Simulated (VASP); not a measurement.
# BeS (F-43m) in VASP: a series of runs

The runs below take BeS through single point, relaxation of cell and atoms, with PBEsol.

Everything below comes from runs of VASP 6.6.1. Logs are shortened: lines on timing, memory, paths and dates and some standing lists are left out, and cuts for length are marked.

## 1. The cell of the first run

It takes space group F-43m (No. 216, cubic). Conventional cell: a = 4.806 Å, b = 4.806 Å, c = 4.806 Å, α = 90.00°, β = 90.00°, γ = 90.00°. Within 2.8 Å of Be (site symmetry -43m) lie 4 S at 2.08 Å. S (site symmetry -43m) has 4 Be at 2.08 Å within 2.8 Å.

## 2. Single point, PBEsol

INCAR reads:

```
PREC     = Accurate       # precision mode
ENCUT    = 520            # plane-wave cutoff, eV
EDIFF    = 1E-7           # SCF threshold, eV
ISMEAR   = 0              # smearing method
SIGMA    = 0.01           # smearing width, eV
LREAL    = False          # projectors in reciprocal space
LASPH    = True           # aspherical terms in the spheres
NELM     = 80             # most SCF steps
ALGO     = Normal         # electronic algorithm
ISIF     = 2              # what is computed and relaxed
LWAVE    = False          # write WAVECAR
LCHARG   = False          # write CHGCAR
GGA      = PS             # functional
NBANDS   = 11             # bands
```

KPOINTS reads:

```
Automatic mesh
0
Gamma
  8 8 8
```

POSCAR reads:

```
BeS
1.0
    0.0000000000      2.4029385071      2.4029385071
    2.4029385071      0.0000000000      2.4029385071
    2.4029385071      2.4029385071      0.0000000000
Be S
1 1
Direct
    0.0000000000      0.0000000000      0.0000000000
    0.7500000000      0.7500000000      0.7500000000
```

Potentials or basis: VASP PAW PBE potentials, release 64 (Be, S).

Run with:

```sh
$ cat potpaw_PBE.64/Be/POTCAR potpaw_PBE.64/S/POTCAR > POTCAR
$ mpirun -np 1 vasp_std > vasp.out
```

OUTCAR:

```text
PREC = Accurate
   ENCUT = 520
   EDIFF = 1E-7
   ISMEAR = 0
   LREAL = False
   LASPH = True
   NELM = 80
   ISIF = 2
   GGA = PS

 ion  position               nearest neighbor table
   1  0.000  0.000  0.000-   2 2.08   2 2.08   2 2.08   2 2.08
   2  0.750  0.750  0.750-   1 2.08   1 2.08   1 2.08   1 2.08

  LATTYP: Found a face centered cubic cell.
 ALAT       =     4.8058770142

  Lattice vectors:

 A1 = (   0.0000000000,   2.4029385071,   2.4029385071)
 A2 = (   2.4029385071,   0.0000000000,   2.4029385071)
 A3 = (   2.4029385071,   2.4029385071,   0.0000000000)

Analysis of symmetry for initial positions (statically):
=====================================================================
 Subroutine PRICEL returns:
 Original cell was already a primitive cell.

 Routine SETGRP: Setting up the symmetry group for a
 face centered cubic supercell.

 Subroutine GETGRP returns: Found 24 space group operations
 (whereof 24 operations were pure point group operations)
 out of a pool of 48 trial point group operations.

The static configuration has the point symmetry T_d .

Analysis of symmetry for dynamics (positions and initial velocities):
=====================================================================
 Subroutine PRICEL returns:
 Original cell was already a primitive cell.

 Routine SETGRP: Setting up the symmetry group for a
 face centered cubic supercell.

 Subroutine GETGRP returns: Found 24 space group operations
 (whereof 24 operations were pure point group operations)
 out of a pool of 48 trial point group operations.

The dynamic configuration has the point symmetry T_d .

 Subroutine INISYM returns: Found 24 space group operations
 (whereof 24 operations are pure point group operations),
 and found     1 'primitive' translations

----------------------------------------------------------------------------------------

                                     Primitive cell

  volume of cell :      27.7497

  direct lattice vectors                    reciprocal lattice vectors
     0.000000000  2.402938507  2.402938507    -0.208078567  0.208078567  0.208078567
     2.402938507  0.000000000  2.402938507     0.208078567 -0.208078567  0.208078567
     2.402938507  2.402938507  0.000000000     0.208078567  0.208078567 -0.208078567

  length of vectors
     3.398268226  3.398268226  3.398268226     0.360402649  0.360402649  0.360402649

  position of ions in fractional coordinates (direct lattice)
     0.000000000  0.000000000  0.000000000
     0.750000000  0.750000000  0.750000000

  ion indices of the primitive-cell ions
   primitive index   ion index
                 1           1
                 2           2

----------------------------------------------------------------------------------------

 KPOINTS: Automatic mesh

Automatic generation of k-mesh.
 Grid dimensions read from file:
 generate k-points for:    8    8    8

 Generating k-lattice:

  Cartesian coordinates                     Fractional coordinates (reciprocal lattice)
    -0.026009821  0.026009821  0.026009821     0.125000000  0.000000000  0.000000000
     0.026009821 -0.026009821  0.026009821     0.000000000  0.125000000  0.000000000
     0.026009821  0.026009821 -0.026009821     0.000000000  0.000000000  0.125000000

  Length of vectors
     0.045050331  0.045050331  0.045050331

  Shift w.r.t. Gamma in fractional coordinates (k-lattice)
     0.000000000  0.000000000  0.000000000

 Subroutine IBZKPT returns following result:
 ===========================================

 Found     29 irreducible k-points:

 Following reciprocal coordinates:
            Coordinates               Weight
  0.000000  0.000000  0.000000      1.000000
  0.125000  0.000000  0.000000      8.000000
  0.250000  0.000000  0.000000      8.000000
  0.375000  0.000000  0.000000      8.000000
  0.500000  0.000000  0.000000      4.000000
  0.125000  0.125000  0.000000      6.000000
[... 16 lines left out ...]
  0.500000  0.250000  0.125000     48.000000
 -0.375000  0.250000  0.125000     24.000000
 [... further k-points ...]
   k-points           NKPTS =     29   k-points in BZ     NKDIM =     29   number of bands    NBANDS=     11
   number of dos      NEDOS =    301   number of ions     NIONS =      2
   total plane-waves  NPLWV =  21952
   dimension x,y,z NGX =    28 NGY =   28 NGZ =   28
   dimension x,y,z NGXF=    56 NGYF=   56 NGZF=   56
   ions per type =               1   1
   NGX,Y,Z   is equivalent  to a cutoff of  13.70, 13.70, 13.70 a.u.
   NGXF,Y,Z  is equivalent  to a cutoff of  27.40, 27.40, 27.40 a.u.
 SYSTEM =  unknown system
   PREC   = accura    normal or accurate (medium, high low for compatibility)
   ISTART =      0    job   : 0-new  1-cont  2-samecut
   ICHARG =      2    charge: 1-file 2-atom 10-const
   ISPIN  =      1    spin polarized calculation?
   LNONCOLLINEAR =      F non collinear calculations
   LSORBIT =      F    spin-orbit coupling
   LASPH  =      T    aspherical Exc in radial PAW
   ENCUT  =  520.0 eV  38.22 Ry    6.18 a.u.   6.32  6.32  6.32*2*pi/ulx,y,z
   NELM   =     80;   NELMIN=  2; NELMDL= -5     # of ELM steps
   EDIFF  = 0.1E-06   stopping-criterion for ELM
   LREAL  =      F    real-space projection
   EDIFFG = 0.1E-05   stopping-criterion for IOM
   NSW    =      0    number of steps for IOM
   IBRION =     -1    ionic relax: 0-MD 1-quasi-New 2-CG
   NFREE  =      0    steps in history (QN), initial steepest desc. (CG)
   ISIF   =      2    stress and relaxation
   ISYM   =      2    0-nonsym 1-usesym 2-fastsym
   POTIM  = 0.5000    time-step for ionic-motion
   TEBEG  =    0.0;   TEEND  =   0.0 temperature during run
   PSTRESS=    0.0 pullay stress
   NELECT =       8.0000    total number of electrons
   NUPDOWN=      -1.0000    fix difference up-down
   EMIN   =  10.00;   EMAX   =-10.00  energy-range for DOS
   EFERMI =   0.00;   METHOD = LEGACY
   ISMEAR =     0;   SIGMA  =   0.01  broadening in eV -4-tet -1-fermi 0-gaus
   EFERMI_NEDOS =   21; number of points for ismear=-14 and -15
   IALGO  =     38    algorithm
   IMIX   =      4    mixing-type and parameters
     AMIX     =   0.40;   BMIX     =  1.00
     AMIX_MAG =   1.60;   BMIX_MAG =  1.00
  volume/ion in A,a.u.               =      13.87        93.63
  Fermi-wavevector in a.u.,A,eV,Ry     =   1.081481  2.043702 15.913386  1.169601
  Thomas-Fermi vector in A             =   2.217498
   LORBIT       =      0    0 simple, 1 ext, 2 COOP (PROOUT), +10 PAW based schemes
   GGA     = PS    functional components
   LHFCALC =     F    Hartree Fock is set to
   AEXX    =    0.0000 exact exchange contribution
   IVDW    =     0    specifies the selected vdW correction
   LEPSILON=     F    determine dielectric tensor
   LRPA    =     F    only Hartree local field effects (RPA)
 non-spin polarized calculation
 Gauss-broadening in eV      SIGMA  =   0.01
  energy-cutoff  :      520.00
  volume of cell :       27.75
 maximum number of plane-waves:       757
 NGX is ok and might be reduce to    28
   NGX = 13   NGY = 13   NGZ = 13

 number of electron       8.0000001 magnetization

 Free energy of the ion-electron system (eV)
  ---------------------------------------------------
  ext. energy  EPLUGINS =         0.00000000
  ---------------------------------------------------
  free energy    TOTEN  =       -10.55993516 eV

  energy without entropy =      -10.55993516  energy(sigma->0) =      -10.55993516

 E-fermi :   4.4791     XC(G=0): -10.0134

 val. band max:        4.4328336288   @ k =   0.0000   0.0000   0.0000
 cond. band min:       7.2975034630   @ k =   0.5000   0.5000   0.0000
 fundamental gap:      2.8646698343
 Fermi energy:         4.4790679114

 k-point     1 :       0.0000    0.0000    0.0000
  band No.  band energies     occupation
      1      -9.4738      2.00000
      2       4.4328      2.00000
      3       4.4328      2.00000
      4       4.4328      2.00000
      5      10.0286      0.00000
      6      10.0286      0.00000
      7      10.0286      0.00000
      8      10.3706      0.00000
      9      17.2825      0.00000
     10      17.2825      0.00000
     11      19.3207      0.00000

 k-point     2 :       0.1250    0.0000    0.0000
  band No.  band energies     occupation
      1      -9.2881      2.00000
      2       3.1759      2.00000
      3       4.2216      2.00000
      4       4.2216      2.00000
      5       9.9937      0.00000
      6      10.4006      0.00000
      7      10.4006      0.00000
      8      11.6730      0.00000
      9      16.5397      0.00000
     10      16.5397      0.00000
     11      19.0693      0.00000

 k-point     3 :       0.2500    0.0000    0.0000
  band No.  band energies     occupation
      1      -8.7737      2.00000
      2       0.9871      2.00000
      3       3.8045      2.00000
      4       3.8045      2.00000
      5       9.9648      0.00000
      6      10.9540      0.00000
      7      10.9540      0.00000
      8      13.7888      0.00000
      9      16.2897      0.00000
     10      16.2897      0.00000
     11      18.6072      0.00000

 k-point     4 :       0.3750    0.0000    0.0000
  band No.  band energies     occupation
      1      -8.1122      2.00000
      2      -0.8507      2.00000
      3       3.4715      2.00000
      4       3.4715      2.00000
      5       9.9281      0.00000
      6      10.9951      0.00000
      7      10.9951      0.00000
      8      15.1843      0.00000
      9      17.7091      0.00000
     10      17.7091      0.00000
     11      18.9022      0.00000
[... 239 lines left out ...]
 k-point    22 :       0.3750    0.2500    0.1250
  band No.  band energies     occupation
      1      -8.3518      2.00000
      2       0.7585      2.00000
      3       2.1738      2.00000
      4       3.2553      2.00000
      5       9.8636      0.00000
      6      11.6854      0.00000
      7      11.9195      0.00000
      8      13.0286      0.00000
      9      16.1029      0.00000
     10      18.9413      0.00000
     11      20.4973      0.00000

 k-point    23 :       0.5000    0.2500    0.1250
  band No.  band energies     occupation
      1      -7.7670      2.00000
      2      -0.4661      2.00000
      3       1.6260      2.00000
      4       2.7553      2.00000
      5      10.3242      0.00000
      6      11.1985      0.00000
      7      12.9434      0.00000
      8      13.7410      0.00000
      9      17.1300      0.00000
     10      18.9386      0.00000
     11      21.0886      0.00000

 k-point    24 :      -0.3750    0.2500    0.1250
  band No.  band energies     occupation
      1      -7.4686      2.00000
      2      -1.0570      2.00000
      3       1.5343      2.00000
      4       2.4944      2.00000
      5      10.3870      0.00000
      6      11.0012      0.00000
      7      13.6432      0.00000
      8      14.9805      0.00000
      9      15.9004      0.00000
     10      19.8997      0.00000
     11      20.5120      0.00000

 [... further k-points ...]
[... 5 lines left out ...]
  --------------------------------------------------------------------------------------
  -------------------------------------------------------------------------------------
  Total        0.3774117      0.3774117      0.3774117      0.0000000      0.0000000      0.0000000
  in kB       21.7905387     21.7905387     21.7905387      0.0000000      0.0000000      0.0000000
  external PRESSURE =      21.7905387 kB  Pullay stress =       0.0000000 kB

 VOLUME and BASIS-vectors are now :
 -----------------------------------------------------------------------------
  energy-cutoff  :      520.00
  volume of cell :       27.75
      direct lattice vectors                 reciprocal lattice vectors
     0.000000000  2.402938507  2.402938507    -0.208078567  0.208078567  0.208078567
     2.402938507  0.000000000  2.402938507     0.208078567 -0.208078567  0.208078567
     2.402938507  2.402938507  0.000000000     0.208078567  0.208078567 -0.208078567

 POSITION                                       TOTAL-FORCE (eV/Angst)
 -----------------------------------------------------------------------------------
      0.00000      0.00000      0.00000         0.000000      0.000000      0.000000
      3.60441      3.60441      3.60441        -0.000000     -0.000000     -0.000000
 -----------------------------------------------------------------------------------
    total drift:                               -0.000000     -0.000000     -0.000000

  FREE ENERGIE OF THE ION-ELECTRON SYSTEM (eV)
  ---------------------------------------------------
  free  energy   TOTEN  =       -10.5599351619 eV

  energy  without entropy=      -10.5599351619  energy(sigma->0) =      -10.55993516
```

It took 7 s on 1 thread of AMD EPYC 9R45 (Zen 5), shared host; peak memory 0.12 GiB.

What came out:

```
Free energy            : -10.5599 eV
Pressure               : 2.2 GPa
Band gap on the k mesh : 2.86 eV, indirect (least direct gap 5.60 eV)
```

Caveat: the PAW data sets were made with another functional, which shifts forces and pressure a little. A k mesh can miss the band edges.

(Continued in part 2 of 2.)
